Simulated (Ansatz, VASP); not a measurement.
## LiMgBN2 in VASP and in Ansatz

The input INCAR:

```
PREC = Accurate ; ENCUT = 520
EDIFF = 1E-6 ; ISMEAR = 0
SIGMA = 0.05 ; LREAL = False
LASPH = True ; NELM = 100
ALGO = Normal ; ISIF = 2
LWAVE = False ; LCHARG = False
GGA = PS ; NBANDS = 17
```

KPOINTS

```
regular mesh
0
Gamma
  8 8 8
```

The input POSCAR:

```
LiMgBN2
1.0
   -1.8892991571      1.8892991571      4.4238420579
    1.8892991571     -1.8892991571      4.4238420579
    1.8892991571      1.8892991571     -4.4238420579
Li Mg B N
1 1 1 2
Direct
    0.2500000000      0.7500000000      0.5000000000
    0.7500000000      0.2500000000      0.5000000000
    0.5000000000      0.5000000000      0.0000000000
    0.6517393865      0.6517393865      0.0000000000
    0.3482606135      0.3482606135      0.0000000000
```

Input for Ansatz:

```yaml
crystal:
  lattice:
    - [-1.8892991571, 1.8892991571, 4.4238420579]
    - [1.8892991571, -1.8892991571, 4.4238420579]
    - [1.8892991571, 1.8892991571, -4.4238420579]
  atoms:
    - { symbol: Li, position: [0.25, 0.75, 0.5] }
    - { symbol: Mg, position: [0.75, 0.25, 0.5] }
    - { symbol: B, position: [0.5, 0.5, 0.0] }
    - { symbol: "N", position: [0.6517393865, 0.6517393865, 0.0] }
    - { symbol: "N", position: [0.3482606135, 0.3482606135, 0.0] }
basis:
  ecutwfc: 520.0
kpoints:
  mp_grid: { grid: [8, 8, 8] }
hamiltonian:
  xc: pbesol
  pseudopotentials: { kind: paw }
scf:
  occupations: { method: gaussian, width: 0.05 }
output:
  forces: true
  stress: true
  eigenvalues: true
  write_density: true
  write_potential: true
  elf: true
  volumetric_format: npy
```

Alike in both runs: task single point; functional PBEsol; k mesh 8 × 8 × 8; occupations gaussian, width 0.05 eV; no spin polarisation.

|  | VASP | Ansatz |
| --- | --- | --- |
| version | VASP 6.6.1 | Ansatz 0.2.0 |
| potentials or method | VASP PAW PBE potentials, release 64 (Li_sv, Mg, B, N), cutoff 520 eV | scalar-relativistic, plane waves, PAW |
| valence electrons in the cell | 18 | 26 |

|  | VASP | Ansatz | Ansatz less VASP |
| --- | --- | --- | --- |
| gap on the k mesh at the Fermi level (eV) | 2.53 | 2.53 | +0.003 |
| least direct gap on the mesh (eV) | 3.44 | 3.45 | +0.008 |
| rms of the force components (eV/Å) | 0.006 | 0.001 | -0.0060 |

VASP's potentials were made for PBE, not for PBEsol. Atom by atom the forces differ by 0.006 eV/Å (rms over components). With one functional, cell and mesh, what is left measures potentials, basis and numerics. VASP's potentials hold 18 valence electrons a cell and Ansatz's 26, so a difference there can come from the potentials and not from the codes.

Noted on VASP's run: the cutoff is under 1.25 times that of the potentials, so the pressure is a little rough.
